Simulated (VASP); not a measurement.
# CoGe2Ru: single point with PBE

The system is CoGe2Ru.

```
Co Ge Ru
1.0
     1.88611   -6.25819    0.00000
     1.88611    6.25819    0.00000
     0.00000    0.00000    4.98478
Co Ge Ru
2 4 2
Cartesian
  0.0000 0.0000 0.0000
  0.0000 0.0000 2.4924
  1.8861 4.1874 3.7386
  1.8861 -4.1874 1.2462
  1.8861 0.7575 3.7386
  1.8861 -0.7575 1.2462
  1.8861 3.8395 1.2462
  1.8861 -3.8395 3.7386
```

* Program: VASP 6.6.1
* Task: single point
* Functional: PBE
* Potentials or basis: VASP PAW PBE potentials, release 64 (Co, Ge_d, Ru_pv)
* Cutoff: 520 eV
* k mesh: 6 × 6 × 4
* Occupations: gaussian, width 0.1 eV
* Spin: no spin polarisation

```
Pressure               : 0.1 GPa
Largest force          : 0.055 eV/Å
Band gap on the k mesh : zero (bands 51 and 52 overlap by 1.38 eV)
```

Forces on the atoms (eV/Å):
```
Co   0.000  0.000  0.000
Co   0.000  0.000  0.000
Ge   0.000  0.030  0.000
Ge   0.000 -0.030  0.000
Ge   0.000 -0.055  0.000
Ge   0.000  0.055  0.000
Ru   0.000 -0.029  0.000
Ru   0.000  0.029  0.000
```

Stress tensor (GPa, compression positive):
```
0.16 0.00 0.00
0.00 0.18 0.00
0.00 0.00 0.07
```

Levels at points of the mesh, in eV from the Fermi level:
| k point | band 48 | band 49 | band 50 | band 51 | band 52 | band 53 | band 54 | band 55 |
| --- | --- | --- | --- | --- | --- | --- | --- | --- |
| (0.00, 0.00, 0.00) | -0.66 | -0.62 | -0.61 | 0.59 | 0.96 | 1.80 | 1.87 | 1.98 |
| (0.50, 0.00, 0.00) | -0.93 | -0.81 | -0.79 | -0.72 | -0.57 | 0.19 | 0.73 | 0.81 |
| (0.50, 0.50, 0.00) | -0.90 | -0.77 | -0.63 | -0.42 | 0.11 | 1.49 | 1.50 | 1.80 |
| (0.00, 0.00, 0.50) | -0.89 | -0.65 | -0.65 | 0.75 | 0.75 | 2.66 | 2.66 | 2.74 |
| (0.50, 0.00, 0.50) | -1.08 | -0.72 | -0.72 | -0.63 | -0.63 | 0.47 | 0.47 | 1.43 |
| (0.50, 0.50, 0.50) | -1.22 | -1.08 | -1.08 | 0.71 | 0.71 | 1.95 | 1.95 | 2.24 |

It took 4.5 min on 1 thread of Intel(R) Xeon(R) 6975P-C (Granite Rapids), on a shared host, peak memory 0.45 GiB.

Caveat: the run has no spin polarisation, though such a crystal can be magnetic. Spin polarisation is off, so any magnetic state and its effect on volume and gap are missing.
